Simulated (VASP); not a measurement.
# CsH: single point with r2SCAN

CsH:

```
CELL_PARAMETERS angstrom
0.00000 3.22995 3.22995
3.22995 0.00000 3.22995
3.22995 3.22995 0.00000
ATOMIC_POSITIONS crystal
Cs 0.00000 0.00000 0.00000
H 0.50000 0.50000 0.50000
```

```json
{"Program": "VASP 6.6.1", "Task": "single point", "Functional": "r2SCAN", "Potentials or basis": "VASP PAW PBE potentials, release 64 (Cs_sv, H)", "Cutoff": "520 eV", "k mesh": "8 × 8 × 8", "Occupations": "fermi-dirac, width 0.02 eV", "Spin": "no spin polarisation", "Dipole correction": "no", "Further INCAR settings": "ALGO = Normal; EDIFF = 1e-06; NBANDS = 12"}
```

| Item | Value |
| --- | --- |
| Pressure | -0.3 GPa |
| Band gap on the k mesh | 2.71 eV, direct |

Levels at points of the mesh, in eV from the valence-band top:
```
           k point  band 3  band 4  band 5  band 6  band 7  band 8
(0.00, 0.00, 0.00)   -8.19   -8.19   -1.57    5.69    5.69    5.69
(0.50, 0.00, 0.00)   -8.27   -8.27    0.00    2.71    5.27    5.27
(0.50, 0.50, 0.00)   -8.43   -8.43   -1.04    3.57    5.92    8.46
```

Run time: 84 s on 1 thread of Intel(R) Xeon(R) Platinum 8259CL CPU @ 2.50GHz (Skylake/Cascade Lake) (shared host), peak memory 0.22 GiB.

Caveat: the PAW data sets were made with another functional, which shifts forces and pressure a little; spin-orbit coupling is left out, which moves the levels of the heavy elements. A k mesh can miss the band edges.
